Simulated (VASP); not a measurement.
SrCl2, 18 atoms in the cell. The typed cell holds 18 atoms: a = 8.813 Å, b = 8.813 Å, c = 8.813 Å, α = 80.41°, β = 70.53°, γ = 60.00°.  This cell differs from its parent crystal: dynamics (nvt langevin) at 2600 K, volume x 1.1, from the last frame before.

- Program: VASP 6.6.1
- Task: single point
- Functional: PBEsol
- Potentials or basis: VASP PAW PBE potentials, release 64 (Sr_sv, Cl)
- Cutoff: 400 eV
- k mesh: 2 × 2 × 1, shifted
- Occupations: fermi-dirac, width 0.2241 eV
- Spin: no spin polarisation
- Dipole correction: no
- Further INCAR settings: LREAL = Auto; ALGO = Normal; EDIFF = 1e-06; NBANDS = 87; ISYM = -1

Potentials or basis: VASP PAW PBE potentials, release 64 (Sr_sv, Cl).

Command:

```console
$ cat potpaw_PBE.64/Sr_sv/POTCAR potpaw_PBE.64/Cl/POTCAR > POTCAR
$ mpirun -np 1 vasp_std > vasp.out
```

Hardware: 1 thread of Intel(R) Xeon(R) Platinum 8259CL CPU @ 2.50GHz (Skylake/Cascade Lake) (shared host).

Estimate the wall time of this run.

Run time: 2.9 min on 1 thread of Intel(R) Xeon(R) Platinum 8259CL CPU @ 2.50GHz (Skylake/Cascade Lake), with other jobs on the host, peak memory 0.47 GiB. Counts: scf iterations 18, k points 2.
